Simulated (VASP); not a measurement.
# Ag (Pnnm) in VASP: single point with PBEsol

Aim: the single point of Ag with PBEsol.

Program: VASP 6.6.1. These are calculated values, not measurements. Logs are shortened: lines on timing, memory, paths and dates and some standing lists are left out, and cuts for length are marked.

## 1. The cell of the first run

Symmetry: Pnnm, No. 58, orthorhombic system. The conventional cell has a = 4.691 Å, b = 4.966 Å, c = 2.867 Å, α = 90.00°, β = 90.00°, γ = 90.00°. Within 3.4 Å of Ag (site symmetry m) lie 12 Ag at 2.57 to 3.18 Å.

## 2. Single point, PBEsol (atoms displaced along a vibrational mode)

INCAR reads:

```
PREC = Accurate
ENCUT = 500
EDIFF = 1E-6
ISMEAR = 0
SIGMA = 0.15
LREAL = F
LASPH = T
NELM = 120
ALGO = Normal
ISIF = 2
LWAVE = F
LCHARG = F
GGA = PS
NBANDS = 30
GGA_COMPAT = F
```

KPOINTS reads:

```
Automatic mesh
0
Gamma
  20 14 12
```

POSCAR reads:

```
Ag
1.0
   -2.8670626684      0.0000000000      0.0000000000
    0.0000000000      0.0000000000     -4.6907149289
    0.0000000000     -4.9658982101      0.0000000000
Ag
4
Direct
    0.5000000000      0.7899725847      0.1666666667
    0.0000000000      0.7100274153      0.6666666667
    0.0000000000      0.2899725847      0.3333333333
    0.5000000000      0.2100274153      0.8333333333
```

Potentials or basis: VASP PAW PBE potentials, release 64 (Ag).

The run is started by

```bash
> cat potpaw_PBE.64/Ag/POTCAR > POTCAR
> mpirun -np 1 vasp_std > vasp.out
```

OUTCAR:

```text
PREC = Accurate
   ENCUT = 500
   EDIFF = 1E-6
   ISMEAR = 0
   LREAL = F
   LASPH = T
   NELM = 120
   ISIF = 2
   GGA = PS

 ion  position               nearest neighbor table
   1  0.500  0.790  0.167-   4 2.57   3 2.87   3 2.87   3 2.87   3 2.87   2 2.89   2 2.89   2 2.89
                             2 2.89   4 3.18
   2  0.000  0.710  0.667-   3 2.57   4 2.87   4 2.87   4 2.87   4 2.87   1 2.89   1 2.89   1 2.89
                             1 2.89   3 3.18
   3  0.000  0.290  0.333-   2 2.57   1 2.87   1 2.87   1 2.87   1 2.87   4 2.89   4 2.89   4 2.89
                             4 2.89   2 3.18
   4  0.500  0.210  0.833-   1 2.57   2 2.87   2 2.87   2 2.87   2 2.87   3 2.89   3 2.89   3 2.89
                             3 2.89   1 3.18

  LATTYP: Found a simple orthorhombic cell.
 ALAT       =     2.8670626684
 B/A-ratio  =     1.6360698985
 C/A-ratio  =     1.7320508076

  Lattice vectors:

 A1 = (  -2.8670626684,   0.0000000000,   0.0000000000)
 A2 = (   0.0000000000,   0.0000000000,  -4.6907149289)
 A3 = (   0.0000000000,  -4.9658982101,   0.0000000000)

Analysis of symmetry for initial positions (statically):
=====================================================================
 Subroutine PRICEL returns:
 Original cell was already a primitive cell.

 Routine SETGRP: Setting up the symmetry group for a
 simple orthorhombic supercell.

 Subroutine GETGRP returns: Found  8 space group operations
 (whereof  4 operations were pure point group operations)
 out of a pool of  8 trial point group operations.

The static configuration has the point symmetry C_2h.
 The point group associated with its full space group is D_2h.

Analysis of symmetry for dynamics (positions and initial velocities):
=====================================================================
 Subroutine PRICEL returns:
 Original cell was already a primitive cell.

 Routine SETGRP: Setting up the symmetry group for a
 simple orthorhombic supercell.

 Subroutine GETGRP returns: Found  8 space group operations
 (whereof  4 operations were pure point group operations)
 out of a pool of  8 trial point group operations.

The dynamic configuration has the point symmetry C_2h.
 The point group associated with its full space group is D_2h.

 Subroutine INISYM returns: Found  8 space group operations
 (whereof  4 operations are pure point group operations),
 and found     1 'primitive' translations

----------------------------------------------------------------------------------------

                                     Primitive cell

  volume of cell :      66.7842

  direct lattice vectors                    reciprocal lattice vectors
    -2.867062668  0.000000000  0.000000000    -0.348789028  0.000000000  0.000000000
     0.000000000  0.000000000 -4.690714929     0.000000000  0.000000000 -0.213187119
     0.000000000 -4.965898210  0.000000000     0.000000000 -0.201373439  0.000000000

  length of vectors
     2.867062668  4.690714929  4.965898210     0.348789028  0.213187119  0.201373439

  position of ions in fractional coordinates (direct lattice)
     0.500000000  0.789972585  0.166666667
     0.000000000  0.710027415  0.666666667
     0.000000000  0.289972585  0.333333333
     0.500000000  0.210027415  0.833333333

  ion indices of the primitive-cell ions
   primitive index   ion index
                 1           1
                 2           2
                 3           3
                 4           4

----------------------------------------------------------------------------------------

 KPOINTS: Automatic mesh

Automatic generation of k-mesh.
 Grid dimensions read from file:
 generate k-points for:   20   14   12

 Generating k-lattice:

  Cartesian coordinates                     Fractional coordinates (reciprocal lattice)
    -0.017439451  0.000000000  0.000000000     0.050000000  0.000000000  0.000000000
     0.000000000  0.000000000 -0.015227651     0.000000000  0.071428571  0.000000000
     0.000000000 -0.016781120  0.000000000     0.000000000  0.000000000  0.083333333

  Length of vectors
     0.017439451  0.015227651  0.016781120

  Shift w.r.t. Gamma in fractional coordinates (k-lattice)
     0.000000000  0.000000000  0.000000000

 Subroutine IBZKPT returns following result:
 ===========================================

 Found    616 irreducible k-points:

 Following reciprocal coordinates:
            Coordinates               Weight
  0.000000  0.000000  0.000000      1.000000
  0.050000  0.000000  0.000000      2.000000
  0.100000  0.000000  0.000000      2.000000
  0.150000  0.000000  0.000000      2.000000
  0.200000  0.000000  0.000000      2.000000
  0.250000  0.000000  0.000000      2.000000
[... 16 lines left out ...]
  0.000000  0.142857  0.000000      2.000000
  0.050000  0.142857  0.000000      4.000000
 [... further k-points ...]
   k-points           NKPTS =    616   k-points in BZ     NKDIM =    616   number of bands    NBANDS=     30
   number of dos      NEDOS =    301   number of ions     NIONS =      4
   total plane-waves  NPLWV =  31104
   dimension x,y,z NGX =    24 NGY =   36 NGZ =   36
   dimension x,y,z NGXF=    48 NGYF=   72 NGZF=   72
   ions per type =               4
   NGX,Y,Z   is equivalent  to a cutoff of  13.92, 12.76, 12.05 a.u.
   NGXF,Y,Z  is equivalent  to a cutoff of  27.83, 25.52, 24.10 a.u.
 SYSTEM =  unknown system
   PREC   = accura    normal or accurate (medium, high low for compatibility)
   ISTART =      0    job   : 0-new  1-cont  2-samecut
   ICHARG =      2    charge: 1-file 2-atom 10-const
   ISPIN  =      1    spin polarized calculation?
   LNONCOLLINEAR =      F non collinear calculations
   LSORBIT =      F    spin-orbit coupling
   LASPH  =      T    aspherical Exc in radial PAW
   ENCUT  =  500.0 eV  36.75 Ry    6.06 a.u.   5.23  8.55  9.05*2*pi/ulx,y,z
   NELM   =    120;   NELMIN=  2; NELMDL= -5     # of ELM steps
   EDIFF  = 0.1E-05   stopping-criterion for ELM
   LREAL  =      F    real-space projection
   EDIFFG = 0.1E-04   stopping-criterion for IOM
   NSW    =      0    number of steps for IOM
   IBRION =     -1    ionic relax: 0-MD 1-quasi-New 2-CG
   NFREE  =      0    steps in history (QN), initial steepest desc. (CG)
   ISIF   =      2    stress and relaxation
   ISYM   =      2    0-nonsym 1-usesym 2-fastsym
   POTIM  = 0.5000    time-step for ionic-motion
   TEBEG  =    0.0;   TEEND  =   0.0 temperature during run
   PSTRESS=    0.0 pullay stress
   NELECT =      44.0000    total number of electrons
   NUPDOWN=      -1.0000    fix difference up-down
   EMIN   =  10.00;   EMAX   =-10.00  energy-range for DOS
   EFERMI =   0.00;   METHOD = LEGACY
   ISMEAR =     0;   SIGMA  =   0.15  broadening in eV -4-tet -1-fermi 0-gaus
   EFERMI_NEDOS =   21; number of points for ismear=-14 and -15
   IALGO  =     38    algorithm
   IMIX   =      4    mixing-type and parameters
     AMIX     =   0.40;   BMIX     =  1.00
     AMIX_MAG =   1.60;   BMIX_MAG =  1.00
  volume/ion in A,a.u.               =      16.70       112.67
  Fermi-wavevector in a.u.,A,eV,Ry     =   1.424517  2.691947 27.609614  2.029249
  Thomas-Fermi vector in A             =   2.545000
   LORBIT       =      0    0 simple, 1 ext, 2 COOP (PROOUT), +10 PAW based schemes
   GGA     = PS    functional components
   LHFCALC =     F    Hartree Fock is set to
   AEXX    =    0.0000 exact exchange contribution
   IVDW    =     0    specifies the selected vdW correction
   LEPSILON=     F    determine dielectric tensor
   LRPA    =     F    only Hartree local field effects (RPA)
 non-spin polarized calculation
 Gauss-broadening in eV      SIGMA  =   0.15
  energy-cutoff  :      500.00
  volume of cell :       66.78
 maximum number of plane-waves:      1720
 NGX is ok and might be reduce to    24
   NGX = 11   NGY = 17   NGZ = 19

 number of electron      44.0000011 magnetization

 Free energy of the ion-electron system (eV)
  ---------------------------------------------------
  ext. energy  EPLUGINS =         0.00000000
  ---------------------------------------------------
  free energy    TOTEN  =       -12.95118624 eV

  energy without entropy =      -12.93798627  energy(sigma->0) =      -12.94458625

 E-fermi :   8.5379     XC(G=0): -12.5231

 val. band max:        8.5352236967   @ k =   0.3000   0.2857   0.2500
 cond. band min:       8.5415564689   @ k =   0.1500   0.5000   0.2500
 fundamental gap:      0.0063327722
 Fermi energy:         8.5378541674

 k-point     1 :       0.0000    0.0000    0.0000
  band No.  band energies     occupation
      1       0.5194      2.00000
      2       2.0379      2.00000
      3       2.0394      2.00000
      4       2.3812      2.00000
      5       2.4097      2.00000
      6       3.5179      2.00000
[... 22 lines left out ...]
     29      18.8889      0.00000
     30      19.2591      0.00000

 k-point     2 :       0.0500    0.0000    0.0000
  band No.  band energies     occupation
      1       0.5718      2.00000
      2       2.0671      2.00000
      3       2.0755      2.00000
      4       2.4120      2.00000
      5       2.4126      2.00000
      6       3.4961      2.00000
[... 22 lines left out ...]
     29      18.8854      0.00000
     30      18.9123      0.00000

 k-point     3 :       0.1000    0.0000    0.0000
  band No.  band energies     occupation
      1       0.7261      2.00000
      2       2.1498      2.00000
      3       2.1802      2.00000
      4       2.4166      2.00000
      5       2.5003      2.00000
      6       3.4499      2.00000
[... 22 lines left out ...]
     29      18.3255      0.00000
     30      18.9785      0.00000

 k-point     4 :       0.1500    0.0000    0.0000
  band No.  band energies     occupation
      1       0.9733      2.00000
      2       2.2720      2.00000
      3       2.3423      2.00000
      4       2.4181      2.00000
      5       2.6239      2.00000
      6       3.4024      2.00000
[... 616 lines left out ...]
     29      16.2204      0.00000
     30      16.2204      0.00000

 k-point    23 :       0.0000    0.1429    0.0000
  band No.  band energies     occupation
      1       0.6796      2.00000
      2       2.0452      2.00000
      3       2.1176      2.00000
      4       2.1188      2.00000
      5       2.7368      2.00000
      6       3.4955      2.00000
[... 22 lines left out ...]
     29      19.5468      0.00000
     30      19.7174      0.00000

 k-point    24 :       0.0500    0.1429    0.0000
  band No.  band energies     occupation
      1       0.7310      2.00000
      2       2.0794      2.00000
      3       2.1412      2.00000
      4       2.1501      2.00000
      5       2.7534      2.00000
      6       3.5015      2.00000
[... 22 lines left out ...]
     29      19.4850      0.00000
     30      19.7519      0.00000

 [... further k-points ...]
[... 5 lines left out ...]
  --------------------------------------------------------------------------------------
  -------------------------------------------------------------------------------------
  Total       -0.2446094      1.1124372      2.2135874      0.0000000      0.0000000      0.0000000
  in kB       -5.8682646     26.6877543     53.1047312      0.0000000      0.0000000      0.0000000
  external PRESSURE =      24.6414070 kB  Pullay stress =       0.0000000 kB

 VOLUME and BASIS-vectors are now :
 -----------------------------------------------------------------------------
  energy-cutoff  :      500.00
  volume of cell :       66.78
      direct lattice vectors                 reciprocal lattice vectors
    -2.867062668  0.000000000  0.000000000    -0.348789028  0.000000000  0.000000000
     0.000000000  0.000000000 -4.690714929     0.000000000  0.000000000 -0.213187119
     0.000000000 -4.965898210  0.000000000     0.000000000 -0.201373439  0.000000000

 POSITION                                       TOTAL-FORCE (eV/Angst)
 -----------------------------------------------------------------------------------
     -1.43353     -0.82765     -3.70554        -0.000000     -0.525160      0.826206
      0.00000     -3.31060     -3.33054        -0.000000     -0.525160     -0.826206
      0.00000     -1.65530     -1.36018        -0.000000      0.525160      0.826206
     -1.43353     -4.13825     -0.98518         0.000000      0.525160     -0.826206
 -----------------------------------------------------------------------------------
    total drift:                               -0.000000     -0.000000      0.000000

  FREE ENERGIE OF THE ION-ELECTRON SYSTEM (eV)
  ---------------------------------------------------
  free  energy   TOTEN  =       -12.9511862359 eV

  energy  without entropy=      -12.9379862735  energy(sigma->0) =      -12.94458625
```

Run time: 7.8 min. Hardware: 1 thread of Intel Xeon Platinum 8488C (Sapphire Rapids), shared host; peak memory 0.83 GiB.

Results:

```yaml
Free_energy: -12.9512 eV
Pressure: 2.5 GPa
Largest_force: 0.979 eV/Å
Band_gap_on_the_k_mesh: zero (bands 22 and 23 overlap by 4.85 eV)
```

Forces on the atoms (eV/Å):
```
Ag   0.000 -0.525  0.826
Ag   0.000 -0.525 -0.826
Ag   0.000  0.525  0.826
Ag   0.000  0.525 -0.826
```

Caveat: the cell differs from its parent crystal (atoms displaced along a vibrational mode); the stress differs along the axes, from -1 to 5 GPa; the PAW data sets were made with another functional, which shifts forces and pressure a little.
